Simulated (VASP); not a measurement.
# Li2Se (Fm-3m) in VASP: single point with r2SCAN

Aim: the single point of Li2Se with r2SCAN.

All numbers are computed with VASP 6.6.1; they aren't measurements. Logs are shortened: lines on timing, memory, paths and dates and some standing lists are left out, and cuts for length are marked.

### Step 1. The cell of the first run

The structure is cubic, space group Fm-3m (No. 225). The conventional cell has a = 6.005 Å, b = 6.005 Å, c = 6.005 Å, α = 90.00°, β = 90.00°, γ = 90.00°. Li (site symmetry -43m) has 4 Se at 2.60 Å and 6 Li at 3.00 Å within 3.4 Å. Se (site symmetry m-3m) has 8 Li at 2.60 Å within 3.4 Å.

### Step 2. Single point, r2SCAN

The input, POSCAR:

```
Li2Se
1.0
    0.0000000000      3.0025000000      3.0025000000
    3.0025000000      0.0000000000      3.0025000000
    3.0025000000      3.0025000000      0.0000000000
Li Se
2 1
Direct
    0.2500000000      0.2500000000      0.2500000000
    0.7500000000      0.7500000000      0.7500000000
    0.0000000000      0.0000000000      0.0000000000
```

The input, INCAR.step1:

```
ALGO = Normal
EDIFF = 1E-5
ENCUT = 830
GGA = PE
GGA_COMPAT = False
ISMEAR = 0
LASPH = True
LCHARG = False
LREAL = False
LWAVE = True
NBANDS = 13
NELM = 120
PREC = Accurate
SIGMA = 0.1
```

The input, INCAR.step2:

```
ALGO = Normal
EDIFF = 1E-6
ENCUT = 830
GGA_COMPAT = False
ISIF = 2
ISMEAR = 0
ISTART = 1
LASPH = True
LCHARG = True
LELF = True
LMIXTAU = True
LREAL = False
LVHAR = True
LWAVE = False
METAGGA = R2SCAN
NBANDS = 13
NELM = 120
PREC = Accurate
SIGMA = 0.1
```

The input, KPOINTS:

```
k-points
0
Gamma
  6 6 6
```

Potentials or basis: VASP PAW PBE potentials, release 64 (Li_sv, Se).

Run with:

```bash
cat potpaw_PBE.64/Li_sv/POTCAR potpaw_PBE.64/Se/POTCAR > POTCAR
cp INCAR.step1 INCAR
mpirun -np 1 vasp_std > vasp.out
cp INCAR.step2 INCAR
mpirun -np 1 vasp_std > vasp.out
```

OUTCAR:

```text
EDIFF = 1E-6
   ENCUT = 830
   ISIF = 2
   ISMEAR = 0
   ISTART = 1
   LASPH = True
   LREAL = False
   METAGGA = R2SCAN
   NELM = 120
   PREC = Accurate

 ion  position               nearest neighbor table
   1  0.250  0.250  0.250-   3 2.60   3 2.60   3 2.60   3 2.60
   2  0.750  0.750  0.750-   3 2.60   3 2.60   3 2.60   3 2.60
   3  0.000  0.000  0.000-   1 2.60   2 2.60   2 2.60   2 2.60   2 2.60   1 2.60   1 2.60   1 2.60

  LATTYP: Found a face centered cubic cell.
 ALAT       =     6.0050000000

  Lattice vectors:

 A1 = (   0.0000000000,   3.0025000000,   3.0025000000)
 A2 = (   3.0025000000,   0.0000000000,   3.0025000000)
 A3 = (   3.0025000000,   3.0025000000,   0.0000000000)

Analysis of symmetry for initial positions (statically):
=====================================================================
 Subroutine PRICEL returns:
 Original cell was already a primitive cell.

 Routine SETGRP: Setting up the symmetry group for a
 face centered cubic supercell.

 Subroutine GETGRP returns: Found 48 space group operations
 (whereof 48 operations were pure point group operations)
 out of a pool of 48 trial point group operations.

The static configuration has the point symmetry O_h .

Analysis of symmetry for dynamics (positions and initial velocities):
=====================================================================
 Subroutine PRICEL returns:
 Original cell was already a primitive cell.

 Routine SETGRP: Setting up the symmetry group for a
 face centered cubic supercell.

 Subroutine GETGRP returns: Found 48 space group operations
 (whereof 48 operations were pure point group operations)
 out of a pool of 48 trial point group operations.

The dynamic configuration has the point symmetry O_h .

 Subroutine INISYM returns: Found 48 space group operations
 (whereof 48 operations are pure point group operations),
 and found     1 'primitive' translations

----------------------------------------------------------------------------------------

                                     Primitive cell

  volume of cell :      54.1351

  direct lattice vectors                    reciprocal lattice vectors
     0.000000000  3.002500000  3.002500000    -0.166527893  0.166527893  0.166527893
     3.002500000  0.000000000  3.002500000     0.166527893 -0.166527893  0.166527893
     3.002500000  3.002500000  0.000000000     0.166527893  0.166527893 -0.166527893

  length of vectors
     4.246176221  4.246176221  4.246176221     0.288434772  0.288434772  0.288434772

  position of ions in fractional coordinates (direct lattice)
     0.250000000  0.250000000  0.250000000
     0.750000000  0.750000000  0.750000000
     0.000000000  0.000000000  0.000000000

  ion indices of the primitive-cell ions
   primitive index   ion index
                 1           1
                 2           2
                 3           3

----------------------------------------------------------------------------------------

 KPOINTS: k-points

Automatic generation of k-mesh.
 Grid dimensions read from file:
 generate k-points for:    6    6    6

 Generating k-lattice:

  Cartesian coordinates                     Fractional coordinates (reciprocal lattice)
    -0.027754649  0.027754649  0.027754649     0.166666667  0.000000000  0.000000000
     0.027754649 -0.027754649  0.027754649     0.000000000  0.166666667  0.000000000
     0.027754649  0.027754649 -0.027754649     0.000000000  0.000000000  0.166666667

  Length of vectors
     0.048072462  0.048072462  0.048072462

  Shift w.r.t. Gamma in fractional coordinates (k-lattice)
     0.000000000  0.000000000  0.000000000

 Subroutine IBZKPT returns following result:
 ===========================================

 Found     16 irreducible k-points:

 Following reciprocal coordinates:
            Coordinates               Weight
  0.000000  0.000000  0.000000      1.000000
  0.166667  0.000000  0.000000      8.000000
  0.333333  0.000000  0.000000      8.000000
  0.500000  0.000000  0.000000      4.000000
  0.166667  0.166667  0.000000      6.000000
  0.333333  0.166667  0.000000     24.000000
[... 8 lines left out ...]
 -0.333333  0.333333  0.166667     24.000000
 -0.333333  0.500000  0.166667     12.000000
   k-points           NKPTS =     16   k-points in BZ     NKDIM =     16   number of bands    NBANDS=     13
   number of dos      NEDOS =    301   number of ions     NIONS =      3
   total plane-waves  NPLWV =  64000
   dimension x,y,z NGX =    40 NGY =   40 NGZ =   40
   dimension x,y,z NGXF=    80 NGYF=   80 NGZF=   80
   ions per type =               2   1
   NGX,Y,Z   is equivalent  to a cutoff of  15.66, 15.66, 15.66 a.u.
   NGXF,Y,Z  is equivalent  to a cutoff of  31.32, 31.32, 31.32 a.u.
 SYSTEM =  unknown system
   PREC   = accura    normal or accurate (medium, high low for compatibility)
   ISTART =      1    job   : 0-new  1-cont  2-samecut
   ICHARG =      0    charge: 1-file 2-atom 10-const
   ISPIN  =      1    spin polarized calculation?
   LNONCOLLINEAR =      F non collinear calculations
   LSORBIT =      F    spin-orbit coupling
   LASPH  =      T    aspherical Exc in radial PAW
   ENCUT  =  830.0 eV  61.00 Ry    7.81 a.u.   9.97  9.97  9.97*2*pi/ulx,y,z
   NELM   =    120;   NELMIN=  2; NELMDL=  0     # of ELM steps
   EDIFF  = 0.1E-05   stopping-criterion for ELM
   LREAL  =      F    real-space projection
   EDIFFG = 0.1E-04   stopping-criterion for IOM
   NSW    =      0    number of steps for IOM
   IBRION =     -1    ionic relax: 0-MD 1-quasi-New 2-CG
   NFREE  =      0    steps in history (QN), initial steepest desc. (CG)
   ISIF   =      2    stress and relaxation
   ISYM   =      2    0-nonsym 1-usesym 2-fastsym
   POTIM  = 0.5000    time-step for ionic-motion
   TEBEG  =    0.0;   TEEND  =   0.0 temperature during run
   PSTRESS=    0.0 pullay stress
   NELECT =      12.0000    total number of electrons
   NUPDOWN=      -1.0000    fix difference up-down
   EMIN   =  10.00;   EMAX   =-10.00  energy-range for DOS
   EFERMI =   0.00;   METHOD = LEGACY
   ISMEAR =     0;   SIGMA  =   0.10  broadening in eV -4-tet -1-fermi 0-gaus
   EFERMI_NEDOS =   21; number of points for ismear=-14 and -15
   IALGO  =     38    algorithm
   IMIX   =      4    mixing-type and parameters
     AMIX     =   0.40;   BMIX     =  1.00
     AMIX_MAG =   1.60;   BMIX_MAG =  1.00
  volume/ion in A,a.u.               =      18.05       121.77
  Fermi-wavevector in a.u.,A,eV,Ry     =   0.990776  1.872296 13.355989  0.981637
  Thomas-Fermi vector in A             =   2.122471
   LORBIT       =      0    0 simple, 1 ext, 2 COOP (PROOUT), +10 PAW based schemes
   METAGGA = R2SCAN    functional components
   LHFCALC =     F    Hartree Fock is set to
   AEXX    =    0.0000 exact exchange contribution
   IVDW    =     0    specifies the selected vdW correction
   LEPSILON=     F    determine dielectric tensor
   LRPA    =     F    only Hartree local field effects (RPA)
 non-spin polarized calculation
 Gauss-broadening in eV      SIGMA  =   0.10
  energy-cutoff  :      830.00
  volume of cell :       54.14
 maximum number of plane-waves:      2956
   NGX = 19   NGY = 19   NGZ = 19

 number of electron      12.0000004 magnetization

 Free energy of the ion-electron system (eV)
  ---------------------------------------------------
  ext. energy  EPLUGINS =         0.00000000
  ---------------------------------------------------
  free energy    TOTEN  =       -23.43810572 eV

  energy without entropy =      -23.43810572  energy(sigma->0) =      -23.43810572

 E-fermi :   1.2456     XC(G=0):  -8.6190

 val. band max:        0.7024382790   @ k =   0.0000   0.0000   0.0000
 cond. band min:       4.1660820110   @ k =   0.5000   0.5000   0.0000
 fundamental gap:      3.4636437320
 Fermi energy:         1.2456200502

 k-point     1 :       0.0000    0.0000    0.0000
  band No.  band energies     occupation
      1     -45.4560      2.00000
      2     -45.4331      2.00000
      3     -11.0662      2.00000
      4       0.7024      2.00000
      5       0.7024      2.00000
      6       0.7024      2.00000
      7       4.8371      0.00000
      8       7.0085      0.00000
      9       7.0085      0.00000
     10       7.0085      0.00000
     11      11.8813      0.00000
     12      11.8813      0.00000
     13      12.5951      0.00000

 k-point     2 :       0.1667    0.0000    0.0000
  band No.  band energies     occupation
      1     -45.4543      2.00000
      2     -45.4345      2.00000
      3     -10.9795      2.00000
      4      -0.2813      2.00000
      5       0.5523      2.00000
      6       0.5523      2.00000
      7       5.5475      0.00000
      8       7.3795      0.00000
      9       7.3795      0.00000
     10       7.6610      0.00000
     11      10.5119      0.00000
     12      10.5119      0.00000
     13      12.7769      0.00000

 k-point     3 :       0.3333    0.0000    0.0000
  band No.  band energies     occupation
      1     -45.4499      2.00000
      2     -45.4385      2.00000
      3     -10.7919      2.00000
      4      -1.6383      2.00000
      5       0.2940      2.00000
      6       0.2940      2.00000
      7       6.3245      0.00000
      8       7.4875      0.00000
      9       7.4875      0.00000
     10       8.8604      0.00000
     11      11.0626      0.00000
     12      11.0626      0.00000
     13      13.5159      0.00000
[... 177 lines left out ...]
 k-point    15 :      -0.3333    0.3333    0.1667
  band No.  band energies     occupation
      1     -45.4440      2.00000
      2     -45.4440      2.00000
      3     -10.5992      2.00000
      4      -1.6729      2.00000
      5      -0.8949      2.00000
      6      -0.4857      2.00000
      7       6.4629      0.00000
      8       7.4954      0.00000
      9       9.7557      0.00000
     10      10.2847      0.00000
     11      10.3849      0.00000
     12      12.5493      0.00000
     13      14.1812      0.00000

 k-point    16 :      -0.3333    0.5000    0.1667
  band No.  band energies     occupation
      1     -45.4459      2.00000
      2     -45.4421      2.00000
      3     -10.5697      2.00000
      4      -1.3700      2.00000
      5      -0.9666      2.00000
      6      -0.9650      2.00000
      7       5.4553      0.00000
      8       8.5653      0.00000
      9       9.0189      0.00000
     10      10.8474      0.00000
     11      12.3970      0.00000
     12      13.3346      0.00000
     13      13.5604      0.00000

------------------------ aborting loop because EDIFF is reached ----------------------------------------

  FORCE on cell =-STRESS in cart. coord.  units (eV):
  Direction    XX          YY          ZZ          XY          YZ          ZX
  --------------------------------------------------------------------------------------
  -------------------------------------------------------------------------------------
  Total       -0.1637806     -0.1637806     -0.1637806      0.0000000      0.0000000     -0.0000000
  in kB       -4.8472346     -4.8472346     -4.8472346      0.0000000      0.0000000     -0.0000000
  external PRESSURE =      -4.8472346 kB  Pullay stress =       0.0000000 kB

 VOLUME and BASIS-vectors are now :
 -----------------------------------------------------------------------------
  energy-cutoff  :      830.00
  volume of cell :       54.14
      direct lattice vectors                 reciprocal lattice vectors
     0.000000000  3.002500000  3.002500000    -0.166527893  0.166527893  0.166527893
     3.002500000  0.000000000  3.002500000     0.166527893 -0.166527893  0.166527893
     3.002500000  3.002500000  0.000000000     0.166527893  0.166527893 -0.166527893

 POSITION                                       TOTAL-FORCE (eV/Angst)
 -----------------------------------------------------------------------------------
      1.50125      1.50125      1.50125         0.000000      0.000000      0.000000
      4.50375      4.50375      4.50375        -0.000000     -0.000000     -0.000000
      0.00000      0.00000      0.00000         0.000000     -0.000000      0.000000
 -----------------------------------------------------------------------------------
    total drift:                                0.000000     -0.000000      0.000000

  FREE ENERGIE OF THE ION-ELECTRON SYSTEM (eV)
  ---------------------------------------------------
  free  energy   TOTEN  =       -23.4381057183 eV

  energy  without entropy=      -23.4381057183  energy(sigma->0) =      -23.43810572
```

It took 49 s on 1 thread of Intel Xeon 6975P-C (Granite Rapids), shared host; peak memory 0.26 GiB.

Results:

* Free energy: -23.4381 eV
* Pressure: -0.5 GPa
* Band gap on the k mesh: 3.46 eV (least direct gap 4.13 eV)

Caveat: the PAW data sets were made with another functional, which shifts forces and pressure a little. A k mesh can miss the band edges.
